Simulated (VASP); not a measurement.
Here is a VASP 6.6.1 calculation.

INCAR

```
SYSTEM = Ti
PREC     = Accurate       ! precision mode
ENCUT    = 500            ! plane-wave cutoff, eV
EDIFF    = 1E-7           ! SCF threshold, eV
ISMEAR   = -1             ! smearing method
SIGMA    = 0.1            ! smearing width, eV
LREAL    = .False.        ! projectors in reciprocal space
LASPH    = .True.         ! aspherical terms in the spheres
NELM     = 120            ! most SCF steps
ALGO     = Normal         ! electronic algorithm
ISIF     = 3              ! what is computed and relaxed
LWAVE    = .False.        ! write WAVECAR
LCHARG   = .False.        ! write CHGCAR
GGA      = PS             ! functional
IBRION   = 2              ! ionic algorithm
NSW      = 60             ! ionic steps
EDIFFG   = -0.02          ! ionic threshold
PSTRESS  = 300.0        
GGA_COMPAT= .False.      
NELMIN   = 4
```

KPOINTS

```
Automatic mesh
0
Gamma
  11 11 11
  0 0 0
```

POSCAR

```
Ti
1.0
   -1.6400000000      1.6400000000      1.6400000000
    1.6400000000     -1.6400000000      1.6400000000
    1.6400000000      1.6400000000     -1.6400000000
Ti
1
Direct
    0.0000000000      0.0000000000      0.0000000000
```

Potentials or basis: VASP PAW PBE potentials, release 64 (Ti_sv).

Launch:

```console
$ cat potpaw_PBE.64/Ti_sv/POTCAR > POTCAR
$ mpirun -np 1 vasp_std > vasp.out
```

Problem. Predict the space group after relaxing (to 0.1 Å).

Solution. Im-3m (No. 229).

Problem. What does it give for the band gap on the k mesh?

Solution. Zero (bands 6 and 7 overlap by 2.02 eV).

Problem. Predict the relaxed cell.

Solution. a = 2.602 Å, b = 2.602 Å, c = 2.602 Å, α = 109.47°, β = 109.47°, γ = 109.47°.

Problem. Predict the relaxed volume.

Solution. 13.56 Å³/atom.

The path:
| step | energy change (eV) | largest force (eV/Å) | pressure (GPa) | volume (Å³) |
| --- | --- | --- | --- | --- |
| 1 | 0.0000 | 0.0000 | -6.41 | 17.64 |
| 2 | 2.3350 | 0.0000 | 154.81 | 9.26 |
| 3 | 0.1637 | 0.0000 | 25.38 | 13.91 |
| 4 | 0.2109 | 0.0000 | 29.13 | 13.64 |
| 5 | 0.2244 | 0.0000 | 30.17 | 13.56 |

Caveat: the cell is relaxed towards a set pressure, so the run minimises the enthalpy, not the energy; the volume moved by over 15 % at a fixed basis, so the end points are rough; the PAW data sets were made with another functional, which shifts forces and pressure a little.
